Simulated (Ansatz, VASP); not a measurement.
Two plane-wave programs on SnPt2Se3

```
Sn Pt Se
1.0
     6.42890    0.00000    0.00000
    -3.21445    5.56759    0.00000
     0.00000    0.00000    3.73529
Sn Pt Se
1 2 3
Cartesian
  0.0000 0.0000 0.0000
  0.0000 3.7117 0.0000
  3.2145 1.8559 0.0000
  3.2145 0.0000 1.8676
  1.6072 2.7838 1.8676
  -1.6072 2.7838 1.8676
```

Change from the starting cell: species swapped into the CeAl3Pd2 type (P6/mmm, No. 191).

Alike in both runs: task relaxation of cell and atoms; functional PBE; k mesh 3 × 3 × 6; occupations gaussian, width 0.1 eV; no spin polarisation.

|  | VASP | Ansatz |
| --- | --- | --- |
| version | VASP 6.6.1 | Ansatz 0.2.0 |
| potentials or method | VASP PAW PBE potentials, release 64 (Sn_d, Pt, Se), cutoff 600 eV | scalar-relativistic, plane waves, PAW |
| valence electrons in the cell | 52 | 98 |

VASP gave:

| Property | Result |
| --- | --- |
| gap on the k mesh at the Fermi level, each at its own relaxed structure (eV) | none |
| relaxed volume (Å³/atom) | 22.69 |
| relaxed cell length with the largest relative difference (Å) | 3.559 |

Task: Which values does Ansatz return?

Result: gap on the k mesh at the Fermi level, each at its own relaxed structure (eV): none; relaxed volume (Å³/atom): 22.77; relaxed cell length with the largest relative difference (Å): 3.565.

A gap of «none» marks a metal or a gap that the smearing closes. VASP's potentials hold 52 valence electrons a cell and Ansatz's 98, so a difference there can come from the potentials and not from the codes.

The k mesh is coarse, so the values compare programs but aren't converged. Spin-orbit coupling is off throughout.
